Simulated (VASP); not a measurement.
# SiSn2 (P-3m1) in VASP: single point with PBE

Aim: the single point of SiSn2 with PBE.

All numbers are computed with VASP 6.6.1; they aren't measurements. Logs are shortened: lines on timing, memory, paths and dates and some standing lists are left out, and cuts for length are marked.

### Step 1. The cell of the first run

The structure is trigonal, space group P-3m1 (No. 164). The conventional cell has a = 4.377 Å, b = 4.377 Å, c = 10.831 Å, α = 90.00°, β = 90.00°, γ = 120.00°. Within 3.4 Å of Si (site symmetry 3m) lie 1 Sn at 2.60 Å and 3 Si at 2.60 Å. Sn (site symmetry 3m) has 1 Si at 2.60 Å and 3 Sn at 2.76 Å within 3.4 Å. Sn (site symmetry 3m) has 4 Sn at 2.76 to 2.81 Å within 3.6 Å.

### Step 2. Single point, PBE, non-collinear spin, zero start, spin-orbit coupling

Contents of INCAR:

```
PREC = Accurate
ENCUT = 500
EDIFF = 1E-6
ISMEAR = -1
SIGMA = 0.02
LREAL = False
LASPH = True
NELM = 200
ALGO = Normal
ISIF = 2
LWAVE = False
LCHARG = False
LNONCOLLINEAR = True
MAGMOM = 0 0 0 0 0 0 0 0 0 0 0 0 0 0 0 0 0 0
LORBIT = 11
LSORBIT = True
GGA_COMPAT = False
LORBMOM = True
GGA = PE
NBANDS = 80
```

Contents of KPOINTS:

```
Automatic mesh
0
Gamma
  6 6 2
```

Contents of POSCAR:

```
SiSn2
1.0
    4.3770036187      0.0000000000      0.0000000000
   -2.1885018094      3.7905963263      0.0000000000
    0.0000000000      0.0000000000     10.8308351429
Si Sn
2 4
Direct
    0.6666666667      0.3333333333      0.5287291202
    0.3333333333      0.6666666667      0.4712708798
    0.3333333333      0.6666666667      0.2311148551
    0.0000000000      0.0000000000      0.8704914692
    0.0000000000      0.0000000000      0.1295085308
    0.6666666667      0.3333333333      0.7688851449
```

Potentials or basis: VASP PAW PBE potentials, release 64 (Si, Sn_d).

Command:

```bash
$ cat potpaw_PBE.64/Si/POTCAR potpaw_PBE.64/Sn_d/POTCAR > POTCAR
$ mpirun -np 1 vasp_ncl > vasp.out
```

OUTCAR:

```text
PREC = Accurate
   ENCUT = 500
   EDIFF = 1E-6
   ISMEAR = -1
   LREAL = False
   LASPH = True
   NELM = 200
   ISIF = 2
   LNONCOLLINEAR = True
   LORBIT = 11
   LSORBIT = True
   GGA = PE

 ion  position               nearest neighbor table
   1  0.667  0.333  0.529-   6 2.60   2 2.60   2 2.60   2 2.60
   2  0.333  0.667  0.471-   3 2.60   1 2.60   1 2.60   1 2.60
   3  0.333  0.667  0.231-   2 2.60   5 2.76   5 2.76   5 2.76
   4  0.000  0.000  0.870-   6 2.76   6 2.76   6 2.76   5 2.81
   5  0.000  0.000  0.130-   3 2.76   3 2.76   3 2.76   4 2.81
   6  0.667  0.333  0.769-   1 2.60   4 2.76   4 2.76   4 2.76

  LATTYP: Found a hexagonal cell.
 ALAT       =     4.3770036187
 C/A-ratio  =     2.4744862208

  Lattice vectors:

 A1 = (   4.3770036187,   0.0000000000,   0.0000000000)
 A2 = (  -2.1885018094,   3.7905963263,   0.0000000000)
 A3 = (   0.0000000000,   0.0000000000,  10.8308351429)

Analysis of symmetry for initial positions (statically):
=====================================================================
 Subroutine PRICEL returns:
 Original cell was already a primitive cell.

 Routine SETGRP: Setting up the symmetry group for a
 hexagonal supercell.

 Subroutine GETGRP returns: Found 12 space group operations
 (whereof 12 operations were pure point group operations)
 out of a pool of 24 trial point group operations.

The static configuration has the point symmetry D_3d.

Analysis of symmetry for dynamics (positions and initial velocities):
=====================================================================
 Subroutine PRICEL returns:
 Original cell was already a primitive cell.

 Routine SETGRP: Setting up the symmetry group for a
 hexagonal supercell.

 Subroutine GETGRP returns: Found 12 space group operations
 (whereof 12 operations were pure point group operations)
 out of a pool of 24 trial point group operations.

The dynamic configuration has the point symmetry D_3d.

Analysis of structural, dynamic, and magnetic symmetry:
=====================================================================
 Subroutine PRICEL returns:
 Original cell was already a primitive cell.

 Routine SETGRP: Setting up the symmetry group for a
 hexagonal supercell.

 Subroutine GETGRP returns: Found 12 space group operations
 (whereof 12 operations were pure point group operations)
 out of a pool of 24 trial point group operations.

The overall configuration has the point symmetry D_3d.

 Subroutine INISYM returns: Found 12 space group operations
 (whereof 12 operations are pure point group operations),
[... 1297 lines left out ...]
 ----------------------------------------
  1        -0.000   0.000  -0.000
  2        -0.000   0.000  -0.000
  3        -0.000   0.000  -0.000
  4        -0.000   0.000   0.000
  5         0.000   0.000   0.000
  6        -0.000   0.000  -0.000
 ----------------------------------------
           -0.000   0.000  -0.000

 orbital moment (y)

 # of ion     p       d       tot
 ----------------------------------------
  1         0.000   0.000   0.000
  2         0.000   0.000   0.000
  3         0.000  -0.000   0.000
  4         0.000  -0.000   0.000
  5         0.000  -0.000   0.000
  6         0.000  -0.000   0.000
 ----------------------------------------
            0.000  -0.000   0.000

 orbital moment (z)

 # of ion     p       d       tot
 ----------------------------------------
  1        -0.000   0.000  -0.000
  2        -0.000   0.000  -0.000
  3         0.000   0.000   0.000
  4         0.000   0.000   0.000
  5         0.000   0.000   0.000
  6         0.000   0.000   0.000
 ----------------------------------------
           -0.000   0.000   0.000

 Spin-Orbit-Coupling matrix elements

 Ion:    1  E_soc:     -0.0004386
 l=   1
     0.0000000    -0.0000837    -0.0000518
    -0.0000837     0.0000000    -0.0000837
    -0.0000518    -0.0000837     0.0000000
 l=   2
     0.0000000     0.0000000     0.0000000     0.0000000     0.0000000
     0.0000000     0.0000000     0.0000000     0.0000000     0.0000000
     0.0000000     0.0000000     0.0000000     0.0000000     0.0000000
     0.0000000     0.0000000     0.0000000     0.0000000     0.0000000
     0.0000000     0.0000000     0.0000000     0.0000000     0.0000000
 l=   3
     0.0000000     0.0000000     0.0000000     0.0000000     0.0000000     0.0000000     0.0000000
     0.0000000     0.0000000     0.0000000     0.0000000     0.0000000     0.0000000     0.0000000
     0.0000000     0.0000000     0.0000000     0.0000000     0.0000000     0.0000000     0.0000000
     0.0000000     0.0000000     0.0000000     0.0000000     0.0000000     0.0000000     0.0000000
[... 89 lines left out ...]
 l=   2
     0.0000000    -0.0012484     0.0000000    -0.0012484    -0.0049522
    -0.0012484     0.0000000    -0.0037937    -0.0012311    -0.0012484
     0.0000000    -0.0037937     0.0000000    -0.0037937     0.0000000
    -0.0012484    -0.0012311    -0.0037937     0.0000000    -0.0012484
    -0.0049522    -0.0012484     0.0000000    -0.0012484     0.0000000
 l=   3
     0.0000000     0.0000000     0.0000000     0.0000000     0.0000000     0.0000000     0.0000000
     0.0000000     0.0000000     0.0000000     0.0000000     0.0000000     0.0000000     0.0000000
     0.0000000     0.0000000     0.0000000     0.0000000     0.0000000     0.0000000     0.0000000
     0.0000000     0.0000000     0.0000000     0.0000000     0.0000000     0.0000000     0.0000000
     0.0000000     0.0000000     0.0000000     0.0000000     0.0000000     0.0000000     0.0000000
     0.0000000     0.0000000     0.0000000     0.0000000     0.0000000     0.0000000     0.0000000
     0.0000000     0.0000000     0.0000000     0.0000000     0.0000000     0.0000000     0.0000000

 total charge

# of ion       s       p       d       tot
------------------------------------------
    1        0.788   0.770   0.000   1.557
    2        0.788   0.770   0.000   1.557
    3        1.150   1.291   9.981  12.423
    4        1.157   1.270   9.974  12.401
    5        1.157   1.270   9.974  12.401
    6        1.150   1.291   9.981  12.423
--------------------------------------------------
tot          6.190   6.662  39.911  52.763

 magnetization (x)

# of ion       s       p       d       tot
------------------------------------------
    1       -0.000   0.000   0.000  -0.000
    2        0.000   0.000   0.000   0.000
    3       -0.000   0.000   0.000  -0.000
    4        0.000   0.000  -0.000   0.000
    5        0.000   0.000  -0.000   0.000
    6       -0.000   0.000   0.000   0.000
--------------------------------------------------
tot         -0.000   0.000  -0.000  -0.000

 magnetization (y)

# of ion       s       p       d       tot
------------------------------------------
    1        0.000   0.000   0.000   0.000
    2        0.000  -0.000   0.000  -0.000
    3       -0.000  -0.000   0.000  -0.000
    4        0.000   0.000   0.000   0.000
    5        0.000   0.000   0.000   0.000
    6       -0.000   0.000   0.000   0.000
--------------------------------------------------
tot         -0.000   0.000   0.000   0.000

 magnetization (z)

# of ion       s       p       d       tot
------------------------------------------
    1        0.000   0.000   0.000   0.000
    2        0.000   0.000   0.000   0.000
    3        0.000   0.000   0.000   0.000
    4        0.000   0.000   0.000   0.000
    5        0.000   0.000   0.000   0.000
    6        0.000   0.000   0.000   0.000
--------------------------------------------------
tot          0.000   0.000   0.000   0.000
```

OSZICAR:

```text
N       E                     dE             d eps       ncg     rms          rms(c)
DAV:   1     0.717878557241E+03    0.71788E+03   -0.28919E+04  2432   0.209E+03
DAV:   2     0.102888446311E+03   -0.61499E+03   -0.59591E+03  2240   0.638E+02
DAV:   3    -0.166915838041E+02   -0.11958E+03   -0.11474E+03  2456   0.221E+02
DAV:   4    -0.251337157946E+02   -0.84421E+01   -0.83131E+01  2664   0.641E+01
DAV:   5    -0.254084447346E+02   -0.27473E+00   -0.27352E+00  2672   0.118E+01    0.631E+00
DAV:   6    -0.252428800735E+02    0.16556E+00   -0.19775E-01  3152   0.337E+00    0.369E+00
DAV:   7    -0.251644832338E+02    0.78397E-01   -0.13710E-01  2552   0.293E+00    0.174E+00
DAV:   8    -0.251651643564E+02   -0.68112E-03   -0.27365E-02  3056   0.115E+00    0.265E-01
DAV:   9    -0.251671706154E+02   -0.20063E-02   -0.29496E-03  2600   0.525E-01    0.126E-01
DAV:  10    -0.251682158334E+02   -0.10452E-02   -0.13128E-03  2440   0.436E-01    0.445E-02
DAV:  11    -0.251683568530E+02   -0.14102E-03   -0.20109E-04  3232   0.155E-01    0.241E-02
DAV:  12    -0.251684033912E+02   -0.46538E-04   -0.51626E-05  2832   0.614E-02    0.972E-03
DAV:  13    -0.251684090638E+02   -0.56726E-05   -0.14587E-05  2592   0.357E-02    0.452E-03
DAV:  14    -0.251684107492E+02   -0.16854E-05   -0.14926E-06  1864   0.708E-03    0.187E-03
DAV:  15    -0.251684115949E+02   -0.84571E-06   -0.68561E-07  1760   0.737E-03
   1 F= -.25168412E+02 E0= -.25167555E+02  d E =-.171273E-02  mag=    -0.0000     0.0000     0.0000
```

Wall time 8 min (1 thread of Intel Xeon Platinum 8124M at 3.00GHz (Skylake/Cascade Lake), shared host); peak memory 0.69 GiB.

Results:

- Free energy: -25.1684 eV
- Pressure: 1.5 GPa
- Largest force: 0.139 eV/Å
- Net moment: 0.00 μB per cell
- Valence electrons inside the program's atomic spheres: Si 1.56; Sn 12.42, 12.40 (each value once)

Forces in eV/Å, atoms in the order of the input:
```
Si   0.000  0.000 -0.139
Si   0.000  0.000  0.139
Sn   0.000  0.000  0.117
Sn   0.000  0.000  0.054
Sn   0.000  0.000 -0.054
Sn   0.000  0.000 -0.117
```

Stress tensor (GPa, compression positive):
```
1.40 0.00 0.00
0.00 1.40 0.00
0.00 0.00 1.80
```

Moments on the atoms (μB; x, y, z):
```
Si  0.00 0.00 0.00
Si  0.00 0.00 0.00
Sn  0.00 0.00 0.00
Sn  0.00 0.00 0.00
Sn  0.00 0.00 0.00
Sn  0.00 0.00 0.00
```
